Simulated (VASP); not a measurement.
# Si2W (I4/mmm) in VASP: electric field gradients with LDA

Aim: the electric field gradients of Si2W with LDA.

Program: VASP 6.6.1. These are calculated values, not measurements. Logs are shortened: lines on timing, memory, paths and dates and some standing lists are left out, and cuts for length are marked.

## 1. The cell of the first run

The structure is tetragonal, space group I4/mmm (No. 139). Conventional cell: a = 3.211 Å, b = 3.211 Å, c = 7.822 Å, α = 90.00°, β = 90.00°, γ = 90.00°. Si (site symmetry 4mm) has 9 Si at 2.58 to 3.21 Å and 5 W at 2.61 to 2.62 Å within 3.4 Å. W (site symmetry 4/mmm) has 10 Si at 2.61 to 2.62 Å and 4 W at 3.21 Å within 3.4 Å.

## 2. Electric field gradients, LDA (13.44 Å³/atom)

Input file INCAR:

```
ALGO = Normal
EDIFF = 1E-8
ENCUT = 520
GGA = CA
ISIF = 2
ISMEAR = -1
LASPH = True
LCHARG = False
LEFG = True
LREAL = False
LWAVE = False
NBANDS = 18
NELM = 100
PREC = Accurate
SIGMA = 0.05
```

Input file KPOINTS:

```
k-points
0
Gamma
  16 16 16
```

Input file POSCAR:

```
Si2W
1.0
   -1.6053345466      1.6053345466      3.9109144543
    1.6053345466     -1.6053345466      3.9109144543
    1.6053345466      1.6053345466     -3.9109144543
Si W
2 1
Direct
    0.3350310621      0.3350310621      0.0000000000
    0.6649689379      0.6649689379      0.0000000000
    0.0000000000      0.0000000000      0.0000000000
```

Potentials or basis: VASP PAW LDA potentials, release 64 (Si, W_sv).

Launch:

```
$ cat potpaw_LDA.64/Si/POTCAR potpaw_LDA.64/W_sv/POTCAR > POTCAR
$ mpirun -np 1 vasp_std > vasp.out
```

OUTCAR:

```text
EDIFF = 1E-8
   ENCUT = 520
   GGA = CA
   ISIF = 2
   ISMEAR = -1
   LASPH = True
   LREAL = False
   NELM = 100
   PREC = Accurate

 ion  position               nearest neighbor table
   1  0.335  0.335  0.000-   2 2.58   3 2.61   3 2.61   3 2.61   3 2.61   3 2.62   2 2.63   2 2.63
                             2 2.63   2 2.63
   2  0.665  0.665  0.000-   1 2.58   3 2.61   3 2.61   3 2.61   3 2.61   3 2.62   1 2.63   1 2.63
                             1 2.63   1 2.63
   3  0.000  0.000  0.000-   2 2.61   2 2.61   2 2.61   1 2.61   2 2.61   1 2.61   1 2.61   1 2.61
                             1 2.62   2 2.62

  LATTYP: Found a body centered tetragonal cell.
 ALAT       =     3.2106690932
 C/A-ratio  =     2.4361990232

  Lattice vectors:

 A1 = (  -1.6053345466,   1.6053345466,   3.9109144543)
 A2 = (   1.6053345466,  -1.6053345466,   3.9109144543)
 A3 = (   1.6053345466,   1.6053345466,  -3.9109144543)

Analysis of symmetry for initial positions (statically):
=====================================================================
 Subroutine PRICEL returns:
 Original cell was already a primitive cell.

 Routine SETGRP: Setting up the symmetry group for a
 body centered tetragonal supercell.

 Subroutine GETGRP returns: Found 16 space group operations
 (whereof 16 operations were pure point group operations)
 out of a pool of 16 trial point group operations.

The static configuration has the point symmetry D_4h.

Analysis of symmetry for dynamics (positions and initial velocities):
=====================================================================
 Subroutine PRICEL returns:
 Original cell was already a primitive cell.

 Routine SETGRP: Setting up the symmetry group for a
 body centered tetragonal supercell.

 Subroutine GETGRP returns: Found 16 space group operations
 (whereof 16 operations were pure point group operations)
 out of a pool of 16 trial point group operations.

The dynamic configuration has the point symmetry D_4h.

 Subroutine INISYM returns: Found 16 space group operations
 (whereof 16 operations are pure point group operations),
 and found     1 'primitive' translations

----------------------------------------------------------------------------------------

                                     Primitive cell

  volume of cell :      40.3153

  direct lattice vectors                    reciprocal lattice vectors
    -1.605334547  1.605334547  3.910914454     0.000000000  0.311461559  0.127847337
     1.605334547 -1.605334547  3.910914454     0.311461559  0.000000000  0.127847337
     1.605334547  1.605334547 -3.910914454     0.311461559  0.311461559  0.000000000

  length of vectors
     4.522106797  4.522106797  4.522106797     0.336679735  0.336679735  0.440473160

  position of ions in fractional coordinates (direct lattice)
     0.335031062  0.335031062  0.000000000
     0.664968938  0.664968938  0.000000000
     0.000000000  0.000000000  0.000000000

  ion indices of the primitive-cell ions
   primitive index   ion index
                 1           1
                 2           2
                 3           3

----------------------------------------------------------------------------------------

 KPOINTS: k-points

Automatic generation of k-mesh.
 Grid dimensions read from file:
 generate k-points for:   16   16   16

 Generating k-lattice:

  Cartesian coordinates                     Fractional coordinates (reciprocal lattice)
     0.000000000  0.019466347  0.007990459     0.062500000  0.000000000  0.000000000
     0.019466347  0.000000000  0.007990459     0.000000000  0.062500000  0.000000000
     0.019466347  0.019466347  0.000000000     0.000000000  0.000000000  0.062500000

  Length of vectors
     0.021042483  0.021042483  0.027529573

  Shift w.r.t. Gamma in fractional coordinates (k-lattice)
     0.000000000  0.000000000  0.000000000

 Subroutine IBZKPT returns following result:
 ===========================================

 Found    349 irreducible k-points:

 Following reciprocal coordinates:
            Coordinates               Weight
  0.000000  0.000000  0.000000      1.000000
  0.062500  0.000000 -0.000000      8.000000
  0.125000  0.000000 -0.000000      8.000000
  0.187500  0.000000  0.000000      8.000000
  0.250000  0.000000 -0.000000      8.000000
  0.312500  0.000000 -0.000000      8.000000
[... 16 lines left out ...]
 -0.125000  0.062500  0.000000     16.000000
 -0.062500  0.062500  0.000000      4.000000
 [... further k-points ...]
   k-points           NKPTS =    349   k-points in BZ     NKDIM =    349   number of bands    NBANDS=     18
   number of dos      NEDOS =    301   number of ions     NIONS =      3
   total plane-waves  NPLWV =  46656
   dimension x,y,z NGX =    36 NGY =   36 NGZ =   36
   dimension x,y,z NGXF=    72 NGYF=   72 NGZF=   72
   ions per type =               2   1
   NGX,Y,Z   is equivalent  to a cutoff of  13.23, 13.23, 13.23 a.u.
   NGXF,Y,Z  is equivalent  to a cutoff of  26.47, 26.47, 26.47 a.u.
 SYSTEM =  unknown system
   PREC   = accura    normal or accurate (medium, high low for compatibility)
   ISTART =      0    job   : 0-new  1-cont  2-samecut
   ICHARG =      2    charge: 1-file 2-atom 10-const
   ISPIN  =      1    spin polarized calculation?
   LNONCOLLINEAR =      F non collinear calculations
   LSORBIT =      F    spin-orbit coupling
   LASPH  =      T    aspherical Exc in radial PAW
   ENCUT  =  520.0 eV  38.22 Ry    6.18 a.u.   8.41  8.41  8.41*2*pi/ulx,y,z
   NELM   =    100;   NELMIN=  2; NELMDL= -5     # of ELM steps
   EDIFF  = 0.1E-07   stopping-criterion for ELM
   LREAL  =      F    real-space projection
   EDIFFG = 0.1E-06   stopping-criterion for IOM
   NSW    =      0    number of steps for IOM
   IBRION =     -1    ionic relax: 0-MD 1-quasi-New 2-CG
   NFREE  =      0    steps in history (QN), initial steepest desc. (CG)
   ISIF   =      2    stress and relaxation
   ISYM   =      2    0-nonsym 1-usesym 2-fastsym
   POTIM  = 0.5000    time-step for ionic-motion
   TEBEG  =    0.0;   TEEND  =   0.0 temperature during run
   PSTRESS=    0.0 pullay stress
   NELECT =      22.0000    total number of electrons
   NUPDOWN=      -1.0000    fix difference up-down
   EMIN   =  10.00;   EMAX   =-10.00  energy-range for DOS
   EFERMI =   0.00;   METHOD = LEGACY
   ISMEAR =    -1;   SIGMA  =   0.05  broadening in eV -4-tet -1-fermi 0-gaus
   EFERMI_NEDOS =   21; number of points for ismear=-14 and -15
   IALGO  =     38    algorithm
   IMIX   =      4    mixing-type and parameters
     AMIX     =   0.40;   BMIX     =  1.00
     AMIX_MAG =   1.60;   BMIX_MAG =  1.00
  volume/ion in A,a.u.               =      13.44        90.69
  Fermi-wavevector in a.u.,A,eV,Ry     =   1.337804  2.528084 24.350624  1.789720
  Thomas-Fermi vector in A             =   2.466324
   LORBIT       =      0    0 simple, 1 ext, 2 COOP (PROOUT), +10 PAW based schemes
   GGA     = CA    functional components
   LHFCALC =     F    Hartree Fock is set to
   AEXX    =    0.0000 exact exchange contribution
   IVDW    =     0    specifies the selected vdW correction
   LEPSILON=     F    determine dielectric tensor
   LRPA    =     F    only Hartree local field effects (RPA)
 non-spin polarized calculation
  energy-cutoff  :      520.00
  volume of cell :       40.32
 maximum number of plane-waves:      1108
 NGX is ok and might be reduce to    36
   NGX = 17   NGY = 17   NGZ = 17

 number of electron      21.9999999 magnetization

 Free energy of the ion-electron system (eV)
  ---------------------------------------------------
  ext. energy  EPLUGINS =         0.00000000
  ---------------------------------------------------
  free energy    TOTEN  =       -27.34722804 eV

  energy without entropy =      -27.34515676  energy(sigma->0) =      -27.34619240

 E-fermi :  11.9089     XC(G=0): -12.6602

 val. band max:       11.8919685728   @ k =   0.0625   0.0625  -0.0000
 cond. band min:      11.9122072591   @ k =  -0.1250  -0.1250   0.0625
 fundamental gap:      0.0202386863
 Fermi energy:        11.9088596001

 k-point     1 :       0.0000    0.0000    0.0000
  band No.  band energies     occupation
      1     -61.4719      2.00000
      2     -25.9963      2.00000
      3     -25.9722      2.00000
      4     -25.9722      2.00000
      5      -2.0872      2.00000
      6       5.0864      2.00000
[... 10 lines left out ...]
     17      17.6234      0.00000
     18      17.6234      0.00000
[... 463 lines left out ...]
 k-point    24 :      -0.0625    0.0625    0.0000
  band No.  band energies     occupation
      1     -61.4713      2.00000
      2     -25.9947      2.00000
      3     -25.9806      2.00000
      4     -25.9796      2.00000
      5      -1.9599      2.00000
      6       5.2026      2.00000
[... 10 lines left out ...]
     17      17.7449      0.00000
     18      17.9994      0.00000

 [... further k-points ...]
[... 5 lines left out ...]
  --------------------------------------------------------------------------------------
  -------------------------------------------------------------------------------------
  Total       -1.0873046     -1.0873046     -1.0737832      0.0000000     -0.0000000     -0.0000000
  in kB      -43.2108086    -43.2108086    -42.6734506      0.0000000     -0.0000000     -0.0000000
  external PRESSURE =     -43.0316893 kB  Pullay stress =       0.0000000 kB

 VOLUME and BASIS-vectors are now :
 -----------------------------------------------------------------------------
  energy-cutoff  :      520.00
  volume of cell :       40.32
      direct lattice vectors                 reciprocal lattice vectors
    -1.605334547  1.605334547  3.910914454     0.000000000  0.311461559  0.127847337
     1.605334547 -1.605334547  3.910914454     0.311461559  0.000000000  0.127847337
     1.605334547  1.605334547 -3.910914454     0.311461559  0.311461559  0.000000000

 POSITION                                       TOTAL-FORCE (eV/Angst)
 -----------------------------------------------------------------------------------
      0.00000      0.00000      2.62056        -0.000000     -0.000000     -0.011814
      0.00000      0.00000      5.20127         0.000000      0.000000      0.011814
      0.00000      0.00000      0.00000         0.000000      0.000000      0.000000
 -----------------------------------------------------------------------------------
    total drift:                               -0.000000      0.000000     -0.000000

  FREE ENERGIE OF THE ION-ELECTRON SYSTEM (eV)
  ---------------------------------------------------
  free  energy   TOTEN  =       -27.3472280425 eV

  energy  without entropy=      -27.3451567629  energy(sigma->0) =      -27.34619240

 Electric field gradients (V/A^2)
---------------------------------------------------------------------
 ion       V_xx      V_yy      V_zz      V_xy      V_xz      V_yz
---------------------------------------------------------------------
   1       4.828     4.828    -9.656    -0.000    -0.000    -0.000
   2       4.828     4.828    -9.656    -0.000    -0.000    -0.000
   3      72.358    72.358  -144.716     0.000    -0.000    -0.000
---------------------------------------------------------------------

 Electric field gradients after diagonalization (V/A^2)
 (convention: |V_zz| > |V_xx| > |V_yy|)
----------------------------------------------------------------------
 ion       V_xx      V_yy      V_zz     asymmetry (V_yy - V_xx)/ V_zz
----------------------------------------------------------------------
   1       4.828     4.828    -9.656       0.000
   2       4.828     4.828    -9.656       0.000
   3      72.358    72.358  -144.716       0.000
----------------------------------------------------------------------

           NMR quadrupolar parameters

 Cq : quadrupolar parameter    Cq=e*Q*V_zz/h
 eta: asymmetry parameters     (V_yy - V_xx)/ V_zz
 Q  : nuclear electric quadrupole moment in mb (millibarn)
----------------------------------------------------------------------
 ion       Cq(MHz)       eta       Q (mb)
----------------------------------------------------------------------
   1      -0.023       0.000       1.000
   2      -0.023       0.000       1.000
   3      -0.350       0.000       1.000
----------------------------------------------------------------------
```

Run time: 2.5 min. Hardware: 1 thread of Intel Xeon 6975P-C (Granite Rapids), shared host; peak memory 0.35 GiB.

What came out:

| Item | Value |
| --- | --- |
| Free energy | -27.3472 eV |
| Pressure | -4.3 GPa |
| Largest force | 0.012 eV/Å |
| Band gap on the k mesh | zero (bands 11 and 12 overlap by 1.26 eV) |
| Largest electric field gradient by atom | Si -9.7; W -144.7 V/Å² |

Forces on the atoms (eV/Å):
```
Si   0.000  0.000 -0.012
Si   0.000  0.000  0.012
W    0.000  0.000  0.000
```

Electric field gradients, principal values (V/Å²):
| atom | least | middle | greatest (by size) |
| --- | --- | --- | --- |
| 1 Si | 4.828 | 4.828 | -9.656 |
| 2 Si | 4.828 | 4.828 | -9.656 |
| 3 W | 72.358 | 72.358 | -144.716 |

Caveat: the cell stands under tension; without QUAD_EFG the Cq values of the log hold for a quadrupole moment of 1 mb, not for the nuclei; spin-orbit coupling is left out, which moves the levels of the heavy elements.

The gap in the log of VASP goes by the Fermi energy; the results here count the filled bands.